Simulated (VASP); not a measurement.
# Ir (Fm-3m) in VASP: settings compared, part 3 of 3

VASP 6.6.1. Earlier steps stand in the parts before.

### Step 5. Single point, BLYP+D4

This run uses another cell than the first one, of 14.39 Å³/atom, 1.023 times its volume.

INCAR

```
PREC = Accurate
ENCUT = 520
EDIFF = 1E-6
ISMEAR = -1
SIGMA = 0.05
LREAL = False
LASPH = True
NELM = 100
ALGO = Normal
ISIF = 2
LWAVE = False
LCHARG = False
GGA = B5
ALDAX = 1.0
AGGAX = 1.0
AGGAC = 1.0
ALDAC = 0.0
IVDW = 13
VDW_S6 = 1.0
VDW_S8 = 2.34076671
VDW_A1 = 0.44488865
VDW_A2 = 4.0933009
NBANDS = 10
```

KPOINTS

```
regular mesh
0
Gamma
  12 12 12
```

POSCAR

```
Ir
1.0
    0.0000000000      1.9304013679      1.9304013679
    1.9304013679      0.0000000000      1.9304013679
    1.9304013679      1.9304013679      0.0000000000
Ir
1
Direct
    0.0000000000      0.0000000000      0.0000000000
```

Potentials or basis: VASP PAW PBE potentials, release 64 (Ir).

Command:

```console
cat potpaw_PBE.64/Ir/POTCAR > POTCAR
mpirun -np 1 vasp_std > vasp.out
```

OUTCAR:

```text
PREC = Accurate
   ENCUT = 520
   EDIFF = 1E-6
   ISMEAR = -1
   LREAL = False
   LASPH = True
   NELM = 100
   ISIF = 2
   GGA = B5
   IVDW = 13

 ion  position               nearest neighbor table
   1  0.000  0.000  0.000-

  LATTYP: Found a face centered cubic cell.
 ALAT       =     3.8608027358

  Lattice vectors:

 A1 = (   0.0000000000,   1.9304013679,   1.9304013679)
 A2 = (   1.9304013679,   0.0000000000,   1.9304013679)
 A3 = (   1.9304013679,   1.9304013679,   0.0000000000)

Analysis of symmetry for initial positions (statically):
[... 5 lines left out ...]
 face centered cubic supercell.

 Subroutine GETGRP returns: Found 48 space group operations
 (whereof 48 operations were pure point group operations)
 out of a pool of 48 trial point group operations.

The static configuration has the point symmetry O_h .

Analysis of symmetry for dynamics (positions and initial velocities):
[... 5 lines left out ...]
 face centered cubic supercell.

 Subroutine GETGRP returns: Found 48 space group operations
 (whereof 48 operations were pure point group operations)
 out of a pool of 48 trial point group operations.

The dynamic configuration has the point symmetry O_h .

 Subroutine INISYM returns: Found 48 space group operations
 (whereof 48 operations are pure point group operations),
 and found     1 'primitive' translations

----------------------------------------------------------------------------------------

                                     Primitive cell

  volume of cell :      14.3871

  direct lattice vectors                    reciprocal lattice vectors
     0.000000000  1.930401368  1.930401368    -0.259013492  0.259013492  0.259013492
     1.930401368  0.000000000  1.930401368     0.259013492 -0.259013492  0.259013492
     1.930401368  1.930401368  0.000000000     0.259013492  0.259013492 -0.259013492

  length of vectors
     2.729999795  2.729999795  2.729999795     0.448624529  0.448624529  0.448624529

  position of ions in fractional coordinates (direct lattice)
     0.000000000  0.000000000  0.000000000

  ion indices of the primitive-cell ions
   primitive index   ion index
                 1           1

----------------------------------------------------------------------------------------

 KPOINTS: regular mesh

Automatic generation of k-mesh.
 Grid dimensions read from file:
 generate k-points for:   12   12   12

 Generating k-lattice:

  Cartesian coordinates                     Fractional coordinates (reciprocal lattice)
    -0.021584458  0.021584458  0.021584458     0.083333333  0.000000000  0.000000000
     0.021584458 -0.021584458  0.021584458     0.000000000  0.083333333  0.000000000
     0.021584458  0.021584458 -0.021584458     0.000000000  0.000000000  0.083333333

  Length of vectors
     0.037385377  0.037385377  0.037385377

  Shift w.r.t. Gamma in fractional coordinates (k-lattice)
     0.000000000  0.000000000  0.000000000

 Subroutine IBZKPT returns following result:
 ===========================================

 Found     72 irreducible k-points:

 Following reciprocal coordinates:
            Coordinates               Weight
  0.000000  0.000000  0.000000      1.000000
  0.083333  0.000000  0.000000      8.000000
  0.166667  0.000000  0.000000      8.000000
  0.250000  0.000000  0.000000      8.000000
  0.333333  0.000000  0.000000      8.000000
  0.416667  0.000000  0.000000      8.000000
[... 16 lines left out ...]
  0.500000  0.166667  0.000000     24.000000
 -0.416667  0.166667  0.000000     24.000000
 [... further k-points ...]
   k-points           NKPTS =     72   k-points in BZ     NKDIM =     72   number of bands    NBANDS=     10
   number of dos      NEDOS =    301   number of ions     NIONS =      1
   total plane-waves  NPLWV =   8000
   dimension x,y,z NGX =    20 NGY =   20 NGZ =   20
   dimension x,y,z NGXF=    40 NGYF=   40 NGZF=   40
   ions per type =               1
   NGX,Y,Z   is equivalent  to a cutoff of  12.18, 12.18, 12.18 a.u.
   NGXF,Y,Z  is equivalent  to a cutoff of  24.36, 24.36, 24.36 a.u.
 SYSTEM =  unknown system
   PREC   = accura    normal or accurate (medium, high low for compatibility)
   ISTART =      0    job   : 0-new  1-cont  2-samecut
   ICHARG =      2    charge: 1-file 2-atom 10-const
   ISPIN  =      1    spin polarized calculation?
   LNONCOLLINEAR =      F non collinear calculations
   LSORBIT =      F    spin-orbit coupling
   LASPH  =      T    aspherical Exc in radial PAW
   ENCUT  =  520.0 eV  38.22 Ry    6.18 a.u.   5.08  5.08  5.08*2*pi/ulx,y,z
   NELM   =    100;   NELMIN=  2; NELMDL= -5     # of ELM steps
   EDIFF  = 0.1E-05   stopping-criterion for ELM
   LREAL  =      F    real-space projection
   EDIFFG = 0.1E-04   stopping-criterion for IOM
   NSW    =      0    number of steps for IOM
   IBRION =     -1    ionic relax: 0-MD 1-quasi-New 2-CG
   NFREE  =      0    steps in history (QN), initial steepest desc. (CG)
   ISIF   =      2    stress and relaxation
   ISYM   =      2    0-nonsym 1-usesym 2-fastsym
   POTIM  = 0.5000    time-step for ionic-motion
   TEBEG  =    0.0;   TEEND  =   0.0 temperature during run
   PSTRESS=    0.0 pullay stress
   NELECT =       9.0000    total number of electrons
   NUPDOWN=      -1.0000    fix difference up-down
   EMIN   =  10.00;   EMAX   =-10.00  energy-range for DOS
[... 5 lines left out ...]
     AMIX     =   0.40;   BMIX     =  1.00
     AMIX_MAG =   1.60;   BMIX_MAG =  1.00
  volume/ion in A,a.u.               =      14.39        97.09
  Fermi-wavevector in a.u.,A,eV,Ry     =   1.400118  2.645840 26.671924  1.960331
  Thomas-Fermi vector in A             =   2.523110
   LORBIT       =      0    0 simple, 1 ext, 2 COOP (PROOUT), +10 PAW based schemes
   GGA     = B5    functional components
   LHFCALC =     F    Hartree Fock is set to
   AEXX    =    0.0000 exact exchange contribution
   IVDW    =    13    specifies the selected vdW correction
   LEPSILON=     F    determine dielectric tensor
   LRPA    =     F    only Hartree local field effects (RPA)
 non-spin polarized calculation
  energy-cutoff  :      520.00
  volume of cell :       14.39
 maximum number of plane-waves:       399
   NGX = 11   NGY = 11   NGZ = 11

 number of electron       9.0000000 magnetization

 Free energy of the ion-electron system (eV)
  ---------------------------------------------------
  ext. energy  EPLUGINS =         0.00000000
  ---------------------------------------------------
  free energy    TOTEN  =        -7.39991074 eV

  energy without entropy =       -7.39504942  energy(sigma->0) =       -7.39748008

 E-fermi :  10.7204     XC(G=0): -13.1779

 val. band max:       10.7042561107   @ k =  -0.3333   0.3333   0.0000
 cond. band min:      10.7246252701   @ k =  -0.2500   0.0833   0.0000
 fundamental gap:      0.0203691594
 Fermi energy:        10.7203619031

 k-point     1 :       0.0000    0.0000    0.0000
  band No.  band energies     occupation
      1      -0.0299      2.00000
      2       6.9001      2.00000
      3       6.9001      2.00000
      4       6.9001      2.00000
      5       9.5026      2.00000
      6       9.5026      2.00000
      7      25.3955      0.00000
      8      30.7492      0.00000
      9      30.7492      0.00000
     10      30.7492      0.00000

 k-point     2 :       0.0833    0.0000    0.0000
  band No.  band energies     occupation
      1       0.2721      2.00000
      2       6.7527      2.00000
      3       7.0274      2.00000
      4       7.0274      2.00000
      5       9.4268      2.00000
      6       9.4268      2.00000
      7      25.9026      0.00000
      8      29.3829      0.00000
      9      31.2413      0.00000
     10      31.2413      0.00000
[... 274 lines left out ...]
 k-point    24 :      -0.4167    0.1667    0.0000
  band No.  band energies     occupation
      1       3.7814      2.00000
      2       6.1084      2.00000
      3       7.6123      2.00000
      4       7.9277      2.00000
      5      11.1269      0.00059
      6      14.5502      0.00000
      7      17.8765      0.00000
      8      26.2623      0.00000
      9      28.3354      0.00000
     10      30.2408      0.00000

 [... further k-points ...]

------------------------ aborting loop because EDIFF is reached ----------------------------------------

  DFT-D4 for vdW energy calculation

  Edisp (eV):   -1.76770

  FORCE on cell =-STRESS in cart. coord.  units (eV):
  Direction    XX          YY          ZZ          XY          YZ          ZX
  --------------------------------------------------------------------------------------
  -------------------------------------------------------------------------------------
  Total       0.27539     0.27539     0.27539    -0.00000    -0.00000     0.00000
  in kB      30.66765    30.66765    30.66765    -0.00000    -0.00000     0.00000
  external pressure =       30.67 kB  Pullay stress =        0.00 kB

 VOLUME and BASIS-vectors are now :
 -----------------------------------------------------------------------------
  energy-cutoff  :      520.00
  volume of cell :       14.39
      direct lattice vectors                 reciprocal lattice vectors
     0.000000000  1.930401368  1.930401368    -0.259013492  0.259013492  0.259013492
     1.930401368  0.000000000  1.930401368     0.259013492 -0.259013492  0.259013492
     1.930401368  1.930401368  0.000000000     0.259013492  0.259013492 -0.259013492

 POSITION                                       TOTAL-FORCE (eV/Angst)
 -----------------------------------------------------------------------------------
      0.00000      0.00000      0.00000         0.000000      0.000000      0.000000
 -----------------------------------------------------------------------------------
    total drift:                               -0.000000     -0.000000     -0.000000

  FREE ENERGIE OF THE ION-ELECTRON SYSTEM (eV)
  ---------------------------------------------------
  free  energy   TOTEN  =        -9.1676096970 eV

  energy  without entropy=       -9.1627483760  energy(sigma->0) =       -9.16517904
```

Wall time 22 s (1 thread of AMD EPYC 7R13, shared host); peak memory 0.1 GiB.

What came out:

```yaml
Free_energy: -9.1676 eV
Pressure: 3.1 GPa
Dispersion_energy_per_atom: -1.768 eV
```

Levels at points of the mesh, in eV from the Fermi level:
| k point | band 1 | band 2 | band 3 | band 4 | band 5 | band 6 | band 7 | band 8 |
| --- | --- | --- | --- | --- | --- | --- | --- | --- |
| (0.00, 0.00, 0.00) | -10.75 | -3.82 | -3.82 | -3.82 | -1.22 | -1.22 | 14.68 | 20.03 |
| (0.50, 0.00, 0.00) | -7.86 | -3.92 | -3.92 | -0.40 | 0.84 | 0.84 | 7.12 | 14.24 |
| (0.50, 0.50, 0.00) | -7.66 | -7.14 | 0.80 | 1.40 | 1.40 | 1.97 | 10.31 | 11.80 |

Caveat: the PAW data sets were made with another functional, which shifts forces and pressure a little; spin-orbit coupling is left out, which moves the levels of the heavy elements; pairwise dispersion overbinds metals, which lowers pressure and volume.

### Step 6. Relaxation of cell and atoms, revPBE

INCAR

```
PREC = Accurate
ENCUT = 600
EDIFF = 1E-6
ISMEAR = -1
SIGMA = 0.05
LREAL = F
LASPH = T
NELM = 100
ALGO = Normal
ISIF = 3
LWAVE = F
LCHARG = F
GGA = RE
IBRION = 2
NSW = 80
EDIFFG = -0.02
```

KPOINTS

```
Automatic mesh
0
Gamma
  12 12 12
```

POSCAR

```
Ir
1.0
    0.0000000000      1.9156000000      1.9156000000
    1.9156000000      0.0000000000      1.9156000000
    1.9156000000      1.9156000000      0.0000000000
Ir
1
Direct
    0.0000000000      0.0000000000      0.0000000000
```

Potentials or basis: VASP PAW PBE potentials, release 64 (Ir).

Command:

```console
cat potpaw_PBE.64/Ir/POTCAR > POTCAR
mpirun -np 1 vasp_std > vasp.out
```

Run time: 55 s. Hardware: 1 thread of AMD EPYC 7R13, shared host; peak memory 0.13 GiB.

The run converged. Its results:

```yaml
Free_energy: -8.3388 eV
Relaxed_volume: 14.63 Å³/atom
Relaxed_cell: a = 2.745 Å, b = 2.745 Å, c = 2.745 Å, α = 60.00°, β = 60.00°, γ = 60.00°
Space_group_after_relaxing_to_0.05_Å: Fm-3m (No. 225)
Energy_gained_by_relaxing: 25.2 meV/atom
Ionic_steps: 4
Pressure_after_relaxing: -0.1 GPa
```

The path:
```csv
step,energy change (eV),largest force (eV/Å),pressure (GPa),volume (Å³)
1,0.0000,0.0000,14.85,14.06
2,0.2475,0.0000,-33.31,16.88
3,-0.0251,0.0000,-0.86,14.67
4,-0.0252,0.0000,-0.08,14.63
```

Final structure:
```xyz
1
Lattice="0.0000 1.9412 1.9412 1.9412 0.0000 1.9412 1.9412 1.9412 0.0000" Properties=species:S:1:pos:R:3 pbc="T T T"
Ir    0.0000    0.0000    0.0000
```

Levels at points of the mesh, in eV from the Fermi level:
```csv
k point,band 2,band 3,band 4,band 5,band 6,band 7
"(0.00, 0.00, 0.00)",-3.71,-3.71,-3.71,-1.17,-1.17,14.35
"(0.50, 0.00, 0.00)",-3.81,-3.81,-0.69,0.81,0.81,6.92
"(0.50, 0.50, 0.00)",-6.99,0.78,1.36,1.36,1.70,10.06
```

Caveat: the PAW data sets were made with another functional, which shifts forces and pressure a little; spin-orbit coupling is left out, which moves the levels of the heavy elements.

### Step 7. Summary

| task | level | cell | k mesh | cutoff (eV) | smearing | gap on the mesh (eV) | pressure (GPa) |
| --- | --- | --- | --- | --- | --- | --- | --- |
| single point | PBE | a = 2.709 Å, angles 60.0°, 1 atom | 5 × 5 × 5 | 520 | fermi-dirac 0.06 eV | none | 16.8 |
| single point | BLYP | a = 2.709 Å, angles 60.0°, 1 atom | 12 × 12 × 12 | 520 | fermi-dirac 0.05 eV | none | 32.2 |
| single point | revPBE | a = 2.744 Å, angles 60.0°, 1 atom | 12 × 12 × 12 | 520 | fermi-dirac 0.05 eV | none | 0.5 |
| single point | BLYP+D4 | a = 2.730 Å, angles 60.0°, 1 atom | 12 × 12 × 12 | 520 | fermi-dirac 0.05 eV | none | 3.1 |
| relaxation of cell and atoms | revPBE | relaxed from a = 2.709 Å, angles 60.0°, 1 atom | 12 × 12 × 12 | 600 | fermi-dirac 0.05 eV | none | -0.1 |

Alike in all rows: potentials or basis VASP PAW PBE potentials, release 64 (Ir); no spin polarisation.

Caveats: some runs use coarse meshes; spin-orbit coupling is left out, which moves the levels of the heavy elements; the PAW data sets were made with another functional, which shifts forces and pressure a little (some runs); pairwise dispersion overbinds metals, which lowers pressure and volume (some runs).

Total energies depend on the potentials used, so only differences within one code and one set of settings carry meaning.
